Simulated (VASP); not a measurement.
# In in VASP: single point with PBE

Aim: the single point of In with PBE.

All numbers are computed with VASP 6.6.1; they aren't measurements. Logs are shortened: lines on timing, memory, paths and dates and some standing lists are left out, and cuts for length are marked.

## Step 1: The cell of the first run

The cell holds a slab with vacuum, 8 atoms: a = 3.335 Å, b = 5.509 Å, c = 24.629 Å, α = 90.00°, β = 90.00°, γ = 90.00°.

## Step 2: Single point, PBE

Contents of INCAR:

```
SYSTEM = In
PREC = Accurate
ENCUT = 520
EDIFF = 1E-7
ISMEAR = -1
SIGMA = 0.05
LREAL = .False.
LASPH = .True.
NELM = 80
ALGO = Normal
ISIF = 2
LWAVE = .False.
LCHARG = .False.
LDIPOL = .True.
IDIPOL = 3
DIPOL = 0.5 0.5 0.500
GGA = PE
NBANDS = 62
```

Contents of KPOINTS:

```
regular mesh
0
Gamma
  8 5 1
  0 0 0
```

Contents of POSCAR:

```
In
1.0
    3.3354847820      0.0000000000      0.0000000000
    0.0000000000      5.5091429200      0.0000000000
    0.0000000000      0.0000000000     24.6287152031
In
8
Direct
    0.9999999950      0.7500000000      0.3045225842
    0.5000000050      0.2500000000      0.3436180681
    0.4999999950      0.7500000000      0.4218090335
    0.0000000050      0.2500000000      0.4609045173
    0.9999999950      0.7500000000      0.5390954827
    0.5000000050      0.2500000000      0.5781909665
    0.4999999949      0.7500000000      0.6563819319
    0.0000000049      0.2500000000      0.6954774158
```

Potentials or basis: VASP PAW PBE potentials, release 64 (In_d).

Started as:

```sh
cat potpaw_PBE.64/In_d/POTCAR > POTCAR
mpirun -np 1 vasp_std > vasp.out
```

OUTCAR:

```text
SYSTEM = In
   PREC = Accurate
   ENCUT = 520
   EDIFF = 1E-7
   ISMEAR = -1
   LREAL = .False.
   LASPH = .True.
   NELM = 80
   ISIF = 2
   GGA = PE

 ion  position               nearest neighbor table
   1  1.000  0.750  0.305-   3 3.34   3 3.34   2 3.36   2 3.36   2 3.36   2 3.36
   2  0.500  0.250  0.344-   4 3.34   4 3.34   1 3.36   1 3.36   3 3.36   3 3.36   1 3.36   1 3.36

   3  0.500  0.750  0.422-   5 3.34   5 3.34   1 3.34   1 3.34   4 3.36   4 3.36   2 3.36   2 3.36
                             4 3.36   4 3.36
   4  0.000  0.250  0.461-   2 3.34   6 3.34   2 3.34   6 3.34   3 3.36   3 3.36   5 3.36   5 3.36
                             3 3.36   3 3.36
   5  1.000  0.750  0.539-   7 3.34   3 3.34   3 3.34   7 3.34   6 3.36   6 3.36   4 3.36   4 3.36
                             6 3.36   6 3.36
   6  0.500  0.250  0.578-   4 3.34   4 3.34   8 3.34   8 3.34   5 3.36   5 3.36   7 3.36   7 3.36
                             5 3.36   5 3.36
   7  0.500  0.750  0.656-   5 3.34   5 3.34   8 3.36   8 3.36   6 3.36   6 3.36   8 3.36   8 3.36

   8  0.000  0.250  0.695-   6 3.34   6 3.34   7 3.36   7 3.36   7 3.36   7 3.36

  LATTYP: Found a simple orthorhombic cell.
 ALAT       =     3.3354847820
 B/A-ratio  =     1.6516768266
 C/A-ratio  =     7.3838487695

  Lattice vectors:

 A1 = (   3.3354847820,   0.0000000000,   0.0000000000)
 A2 = (   0.0000000000,   5.5091429200,   0.0000000000)
 A3 = (   0.0000000000,   0.0000000000,  24.6287152031)

Analysis of symmetry for initial positions (statically):
=====================================================================
 Subroutine PRICEL returns:
 Original cell was already a primitive cell.

 Routine SETGRP: Setting up the symmetry group for a
 simple orthorhombic supercell.

 Subroutine GETGRP returns: Found  8 space group operations
 (whereof  4 operations were pure point group operations)
 out of a pool of  8 trial point group operations.

The static configuration has the point symmetry C_2h.
 The point group associated with its full space group is D_2h.

Analysis of symmetry for dynamics (positions and initial velocities):
=====================================================================
 Subroutine PRICEL returns:
 Original cell was already a primitive cell.

 Routine SETGRP: Setting up the symmetry group for a
 simple orthorhombic supercell.

 Subroutine GETGRP returns: Found  8 space group operations
 (whereof  4 operations were pure point group operations)
[... 116 lines left out ...]
   NELECT =     104.0000    total number of electrons
   NUPDOWN=      -1.0000    fix difference up-down
   EMIN   =  10.00;   EMAX   =-10.00  energy-range for DOS
   EFERMI =   0.00;   METHOD = LEGACY
   ISMEAR =    -1;   SIGMA  =   0.05  broadening in eV -4-tet -1-fermi 0-gaus
   EFERMI_NEDOS =   21; number of points for ismear=-14 and -15
   IALGO  =     38    algorithm
   IMIX   =      4    mixing-type and parameters
     AMIX     =   0.40;   BMIX     =  1.00
     AMIX_MAG =   1.60;   BMIX_MAG =  1.00
  volume/ion in A,a.u.               =      56.57       381.76
  Fermi-wavevector in a.u.,A,eV,Ry     =   1.002746  1.894916 13.680657  1.005500
  Thomas-Fermi vector in A             =   2.135253
   LORBIT       =      0    0 simple, 1 ext, 2 COOP (PROOUT), +10 PAW based schemes
   GGA     = PE    functional components
   LHFCALC =     F    Hartree Fock is set to
   AEXX    =    0.0000 exact exchange contribution
   IVDW    =     0    specifies the selected vdW correction
   LEPSILON=     F    determine dielectric tensor
   LRPA    =     F    only Hartree local field effects (RPA)
 non-spin polarized calculation
  energy-cutoff  :      520.00
  volume of cell :      452.57
 maximum number of plane-waves:     12238
 NGX is ok and might be reduce to    28
   NGX = 13   NGY = 21   NGZ = 91

 dipolmoment           0.000000      0.000000     -0.000000 electrons x Angstroem

 number of electron     103.9999991 magnetization

 dipolmoment           0.000000      0.000000      0.000000 electrons x Angstroem

 Free energy of the ion-electron system (eV)
  ---------------------------------------------------
  ext. energy  EPLUGINS =         0.00000000
  ---------------------------------------------------
  free energy    TOTEN  =       -19.71119816 eV

  energy without entropy =      -19.68516351  energy(sigma->0) =      -19.69818083

 E-fermi :   1.5155     XC(G=0):  -5.4421

 val. band max:        1.4629225830   @ k =   0.3750   0.2000   0.0000
 cond. band min:       1.5274405930   @ k =   0.5000   0.2000   0.0000
 fundamental gap:      0.0645180100
 Fermi energy:         1.5155273151

 k-point     1 :       0.0000    0.0000    0.0000
  band No.  band energies     occupation
      1     -13.2968      2.00000
      2     -13.2567      2.00000
      3     -13.1972      2.00000
      4     -13.1799      2.00000
      5     -13.1764      2.00000
      6     -13.1474      2.00000
[... 964 lines left out ...]
     61       4.9775      0.00000
     62       5.1914      0.00000

------------------------ aborting loop because EDIFF is reached ----------------------------------------

 vacuum level on the upper side and lower side of the slab       (xc-potential included)        -0.158        -0.158

  FORCE on cell =-STRESS in cart. coord.  units (eV):
  Direction    XX          YY          ZZ          XY          YZ          ZX
  --------------------------------------------------------------------------------------
  -------------------------------------------------------------------------------------
  Total       -0.8648813      2.0761711     -0.4609014      0.0000000      0.0000000      0.0000000
  in kB       -3.0618389      7.3500274     -1.6316758      0.0000000      0.0000000      0.0000000
  external PRESSURE =       0.8855042 kB  Pullay stress =       0.0000000 kB

 VOLUME and BASIS-vectors are now :
 -----------------------------------------------------------------------------
  energy-cutoff  :      520.00
  volume of cell :      452.57
      direct lattice vectors                 reciprocal lattice vectors
     3.335484782  0.000000000  0.000000000     0.299806495  0.000000000  0.000000000
     0.000000000  5.509142920  0.000000000     0.000000000  0.181516438  0.000000000
     0.000000000  0.000000000 24.628715203     0.000000000  0.000000000  0.040603011

 POSITION                                       TOTAL-FORCE (eV/Angst)
 -----------------------------------------------------------------------------------
      3.33548      4.13186      7.50000        -0.000000      0.000000      0.037514
      1.66774      1.37729      8.46287         0.000000      0.000000     -0.048618
      1.66774      4.13186     10.38861        -0.000000      0.000000      0.027423
      0.00000      1.37729     11.35149        -0.000000      0.000000      0.066618
      3.33548      4.13186     13.27723        -0.000000      0.000000     -0.066618
      1.66774      1.37729     14.24010        -0.000000      0.000000     -0.027423
      1.66774      4.13186     16.16584        -0.000000      0.000000      0.048618
      0.00000      1.37729     17.12872        -0.000000      0.000000     -0.037514
 -----------------------------------------------------------------------------------
    total drift:                                0.000026      0.000012     -0.000007

  FREE ENERGIE OF THE ION-ELECTRON SYSTEM (eV)
  ---------------------------------------------------
  free  energy   TOTEN  =       -19.7111981565 eV

  energy  without entropy=      -19.6851635070  energy(sigma->0) =      -19.69818083

 vacuum level on the upper side and lower side of the slab         5.100         5.100
```

OSZICAR:

```text
N       E                     dE             d eps       ncg     rms          rms(c)
DAV:   1     0.105290416952E+04    0.10529E+04   -0.48644E+04  1932   0.179E+03
DAV:   2     0.107840074813E+03   -0.94506E+03   -0.93330E+03  1876   0.474E+02
[... 29 lines left out ...]
DAV:  32    -0.197111982276E+02   -0.56548E-05   -0.43617E-06  2194   0.229E-02    0.159E-02
DAV:  33    -0.197111985240E+02   -0.29647E-06   -0.11702E-06  1842   0.153E-02    0.159E-02
DAV:  34    -0.197111993114E+02   -0.78736E-06   -0.80538E-08  1142   0.666E-03    0.162E-02
DAV:  35    -0.197111982509E+02    0.10604E-05   -0.46417E-07  1802   0.125E-02    0.140E-02
DAV:  36    -0.197111980945E+02    0.15647E-06   -0.14035E-07  1250   0.493E-03    0.137E-02
DAV:  37    -0.197111981565E+02   -0.61997E-07   -0.23964E-08  1146   0.529E-03
   1 F= -.19711198E+02 E0= -.19698181E+02  d E =-.260346E-01
```

Wall time 28 min (1 thread of AMD EPYC 7R43 (Zen 3), shared host); peak memory 0.6 GiB.

What came out:

| Quantity | Value |
| --- | --- |
| Free energy | -19.7112 eV |
| Largest force | 0.067 eV/Å |
| Band gap on the k mesh | zero (bands 52 and 53 overlap by 1.97 eV) |

Forces on the atoms (eV/Å):
```
In   0.000  0.000  0.038
In   0.000  0.000 -0.049
In   0.000  0.000  0.027
In   0.000  0.000  0.067
In   0.000  0.000 -0.067
In   0.000  0.000 -0.027
In   0.000  0.000  0.049
In   0.000  0.000 -0.038
```

Caveat: spin-orbit coupling is left out, which moves the levels of the heavy elements.

The gap in the log of VASP goes by the Fermi energy; the results here count the filled bands.